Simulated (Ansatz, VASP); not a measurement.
Gd in VASP and in Ansatz

Contents of POSCAR:

```
Gd
1.0
   -1.9906713343      1.9906713343      1.9906713343
    1.9906713343     -1.9906713343      1.9906713343
    1.9906713343      1.9906713343     -1.9906713343
Gd
1
Direct
    0.0000000000      0.0000000000      0.0000000000
```

INCAR.step1

```
ALGO = Normal
EDIFF = 1E-4
ENCUT = 520
GGA = PE
ISMEAR = 1
ISPIN = 2
LASPH = True
LCHARG = False
LMAXMIX = 6
LREAL = False
LWAVE = True
MAGMOM = 7
NBANDS = 19
NELM = 150
PREC = Accurate
SIGMA = 0.1
```

The input INCAR.step2:

```
ALGO = Normal
EDIFF = 1E-7
ENCUT = 520
ISIF = 2
ISMEAR = 1
ISPIN = 2
ISTART = 1
LASPH = True
LCHARG = True
LELF = True
LMAXMIX = 6
LMIXTAU = True
LORBIT = 11
LREAL = False
LVHAR = True
LWAVE = False
MAGMOM = 7
METAGGA = R2SCAN
NBANDS = 19
NELM = 150
PREC = Accurate
SIGMA = 0.1
```

Contents of KPOINTS:

```
k-points
0
Gamma
  8 8 8
```

Input for Ansatz:

```yaml
crystal:
  lattice:
    - [-1.9906713342954059, 1.9906713342954059, 1.9906713342954059]
    - [1.9906713342954059, -1.9906713342954059, 1.9906713342954059]
    - [1.9906713342954059, 1.9906713342954059, -1.9906713342954059]
  atoms:
    - { symbol: Gd, position: [0.0, 0.0, 0.0], spin: 7.0 }
basis:
  ecutwfc: 650.0
kpoints:
  mp_grid:
    grid: [8, 8, 8]
hamiltonian:
  xc: r2scan
magnetization:
  spin_polarized: true
scf:
  occupations:
    method: cold
    width: 0.1
```

Alike in both runs: task single point; functional r2SCAN; k mesh 8 × 8 × 8; collinear spin.

```csv
,VASP,Ansatz
version,VASP 6.6.1,Ansatz 0.2.0
potentials or method,"VASP PAW PBE potentials, release 64 (Gd), cutoff 520 eV","plane waves, PAW"
occupations,"methfessel-paxton of order 1, width 0.1 eV","cold, width 0.1 eV"
valence electrons in the cell,18,18
```

```tsv
	VASP	Ansatz	Ansatz less VASP
net moment per atom (μB)	7.94	7.94	+0.002
size of the moment on the site where the two differ most (μB)	7.10	7.54	+0.436
```

VASP's potentials were made for PBE, not for r2SCAN. Site moments also hang on the region over which each program counts them. Ansatz's warnings: stability check not made.

Neither program's run includes spin-orbit coupling.
